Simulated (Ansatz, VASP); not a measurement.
**Na in VASP and in Ansatz**

INCAR

```
  PREC = Accurate
  ENCUT = 520
  EDIFF = 1E-6
  ISMEAR = -1
  SIGMA = 0.05
  LREAL = F
  LASPH = T
  NELM = 80
  ALGO = Normal
  ISIF = 2
  LWAVE = F
  LCHARG = T
  GGA = CA
  LELF = T
  LVHAR = T
  NBANDS = 22
```

The input KPOINTS:

```
regular mesh
0
Gamma
  8 8 3
```

Contents of POSCAR:

```
Na
1.0
    3.7003831212      0.0000000000      0.0000000000
   -1.8501915606      3.2046257867      0.0000000000
    0.0000000000      0.0000000000     12.5373215400
Na
4
Direct
    0.6666666667      0.3333333333      0.7500000000
    0.0000000000      0.0000000000      0.5000000000
    0.3333333333      0.6666666667      0.2500000000
    0.0000000000      0.0000000000      0.0000000000
```

File input.yaml:

```yaml
crystal:
  lattice:
    - [3.7003831212, 0.0, 0.0]
    - [-1.8501915606, 3.2046257867, 0.0]
    - [0.0, 0.0, 12.53732154]
  atoms:
    - { symbol: Na, position: [0.6666666667, 0.3333333333, 0.75] }
    - { symbol: Na, position: [0.0, 0.0, 0.5] }
    - { symbol: Na, position: [0.3333333333, 0.6666666667, 0.25] }
    - { symbol: Na, position: [0.0, 0.0, 0.0] }
kpoints:
  mp_grid: { grid: [8, 8, 3] }
  band_path:
    path:
      - [0.0, 0.0, 0.0]
      - [0.5, 0.0, 0.0]
      - [0.3333333333, 0.3333333333, 0.0]
      - [0.0, 0.0, 0.0]
      - [0.0, 0.0, 0.5]
      - [0.5, 0.0, 0.5]
      - [0.3333333333, 0.3333333333, 0.5]
      - [0.0, 0.0, 0.5]
    npoints: 10
scf:
  occupations: { method: fermi_dirac, width: 0.05 }
hamiltonian:
  xc: lda
  pseudopotentials: { kind: all_electron, lapw: { basis_error: 0.002 } }
output:
  forces: true
  stress: true
  eigenvalues: true
```

Alike in both runs: functional LDA; k mesh 8 × 8 × 3; occupations fermi-dirac, width 0.05 eV; no spin polarisation.

|  | VASP | Ansatz |
| --- | --- | --- |
| version | VASP 6.6.1 | Ansatz 0.2.0 |
| potentials or method | VASP PAW LDA potentials, release 64 (Na_pv), cutoff 520 eV | all-electron LAPW, scalar-relativistic |
| task | single point | band structure |

|  | VASP | Ansatz | Ansatz less VASP |
| --- | --- | --- | --- |
| gap on the k mesh at the Fermi level (eV) | none | none | - |
| pressure (GPa) | -0.8 | -0.8 | +0.02 |
| traceless stress, the component that is largest in VASP (GPa) | -0.61 | -0.61 | +0.002 |

LDA's correlation is that of Perdew and Zunger in VASP and of Perdew and Wang (1992) in Ansatz. A gap of «none» marks a metal or a gap that the smearing closes. Ansatz ran all-electron here, and VASP with PAW potentials.
